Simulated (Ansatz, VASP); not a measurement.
## CoO: VASP and Ansatz over several settings

```
Co O
1.0
     1.47474    0.85144    2.39012
    -1.47474    0.85144    2.39012
     0.00000   -1.70288    2.39012
Co O
1 1
Cartesian
  0.0000 0.0000 0.0000
  0.0000 0.0000 3.5852
```

Single points on this cell with VASP 6.6.1 and Ansatz 0.2.0. Each row is one pair of runs. Alike in all rows: spin: collinear, typed start; k mesh: 11 × 11 × 11; smearing: fermi-dirac, width 0.05 eV.

```csv
level,"VASP's potentials, cutoff","Ansatz's potentials, cutoff","gap on the k mesh at the Fermi level (eV), VASP","gap on the k mesh at the Fermi level (eV), Ansatz","pressure (GPa), VASP","pressure (GPa), Ansatz","net moment per atom (μB), VASP","net moment per atom (μB), Ansatz"
PBE,"VASP PAW PBE potentials, release 64 (Co, O), 520 eV","Ansatz PAW, 420 eV",?,none,?,11.4,?,1.36
LDA,"VASP PAW LDA potentials, release 64 (Co, O), 520 eV","Ansatz PAW, 420 eV",none,none,-12.9,-10.8,1.15,1.24
PBEsol,"VASP PAW PBE potentials, release 64 (Co, O), 520 eV","Ansatz PAW, 420 eV",none,none,0.8,1.5,1.37,1.39
r2SCAN,"VASP PAW PBE potentials, release 64 (Co, O), 520 eV","Ansatz PAW, 500 eV",-,-,8.3,14.6,1.50,1.50
```

Question: Fill in what VASP gave in row 1.

Answer: gap on the k mesh at the Fermi level (eV): none; pressure (GPa): 10.3; net moment per atom (μB): 1.32.

VASP's potentials hold 15 valence electrons a cell and Ansatz's 23, so a difference there can come from the potentials and not from the codes.

A gap of «none» marks a metal or a gap that the smearing closes.

In some rows the two programs ended in different magnetic states.

Noted on Ansatz's runs: Pulay correction over one GPa; the magnetic or orbital state may not be the lowest; odd divisions of the mesh miss points on the zone boundary, where band edges often lie, so the gap on the mesh can be too wide.

A gap of «none» marks a metal or a gap under the smearing width.
